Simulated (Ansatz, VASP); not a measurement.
## One calculation of Au, two programs

Contents of INCAR:

```
  PREC = Accurate
  ENCUT = 520
  EDIFF = 1E-6
  ISMEAR = 0
  SIGMA = 0.1
  LREAL = False
  LASPH = True
  NELM = 80
  ALGO = Fast
  ISIF = 2
  LWAVE = False
  LCHARG = True
  GGA = PE
  LELF = True
  LVHAR = True
  NBANDS = 24
```

The input KPOINTS:

```
regular mesh
0
Gamma
  12 12 12
```

The input POSCAR:

```
Au
1.0
    4.0600522106      0.0000000000      0.0000000000
    0.0000000000      4.0600522106      0.0000000000
    0.0000000000      0.0000000000      4.0600522106
Au
3
Direct
    0.5000000000      0.0000000000      0.0000000000
    0.0000000000      0.5000000000      0.0000000000
    0.0000000000      0.0000000000      0.5000000000
```

Input for Ansatz:

```yaml
crystal:
  lattice:
    - [4.0600522106, 0.0, 0.0]
    - [0.0, 4.0600522106, 0.0]
    - [0.0, 0.0, 4.0600522106]
  atoms:
    - { symbol: Au, position: [0.5, 0.0, 0.0] }
    - { symbol: Au, position: [0.0, 0.5, 0.0] }
    - { symbol: Au, position: [0.0, 0.0, 0.5] }
basis:
  ecutwfc: 420
kpoints:
  mp_grid: { grid: [12, 12, 12] }
hamiltonian:
  xc: pbe
scf:
  occupations: { method: gaussian, width: 0.1 }
output:
  forces: true
  stress: true
  eigenvalues: true
```

Alike in both runs: task single point; functional PBE; k mesh 12 × 12 × 12; occupations gaussian, width 0.1 eV; no spin polarisation.

|  | VASP | Ansatz |
| --- | --- | --- |
| version | VASP 6.6.1 | Ansatz 0.2.0 |
| potentials or method | VASP PAW PBE potentials, release 64 (Au), cutoff 520 eV | scalar-relativistic, plane waves, PAW |
| valence electrons in the cell | 33 | 57 |

|  | VASP | Ansatz | Ansatz less VASP |
| --- | --- | --- | --- |
| gap on the k mesh at the Fermi level (eV) | none | none | - |
| pressure (GPa) | -5.6 | -5.5 | +0.15 |

A gap of «none» marks a metal or a gap that the smearing closes. VASP's potentials hold 33 valence electrons a cell and Ansatz's 57, so a difference there can come from the potentials and not from the codes.

Neither program's run includes spin-orbit coupling.
